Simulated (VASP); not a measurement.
GaN:

```
CELL_PARAMETERS angstrom
0.00000 2.20750 2.20750
2.20750 0.00000 2.20750
2.20750 2.20750 0.00000
ATOMIC_POSITIONS crystal
Ga 0.00000 0.00000 0.00000
N 0.25000 0.25000 0.25000
```

This cell differs from its parent crystal: volume scaled by 0.94.

Base run:

| Property | Result |
| --- | --- |
| Program | VASP 6.6.1 |
| Functional | PBEsol |
| Potentials or basis | VASP PAW PBE potentials, release 64 (Ga_d, N) |
| Cutoff | 520 eV |
| k mesh | 10 × 10 × 10 |
| Occupations | fermi-dirac, width 0.05 eV |
| Spin | no spin polarisation |

Its results: band gap on the k mesh 2.08 eV, direct; pressure 11.6 GPa.

**Question.** After a change of settings the same cell gave: band gap on the k mesh 2.08 eV, direct; pressure 8.1 GPa. Which change was it?
A. functional from PBEsol to LDA; potentials or basis from VASP PAW PBE potentials, release 64 (Ga_d, N) to VASP PAW LDA potentials, release 64 (Ga_d, N)
B. functional from PBEsol to BLYP
C. functional from PBEsol to BHLYP; k mesh from 10 × 10 × 10 to 5 × 5 × 5
D. dispersion from none to D3(BJ)

**Answer.** D.

Dispersion adds attraction, which lowers the pressure at fixed volume and, as a term added to the energy, leaves the levels alone.

Caveats: the PAW data sets were made with another functional, which shifts forces and pressure a little.
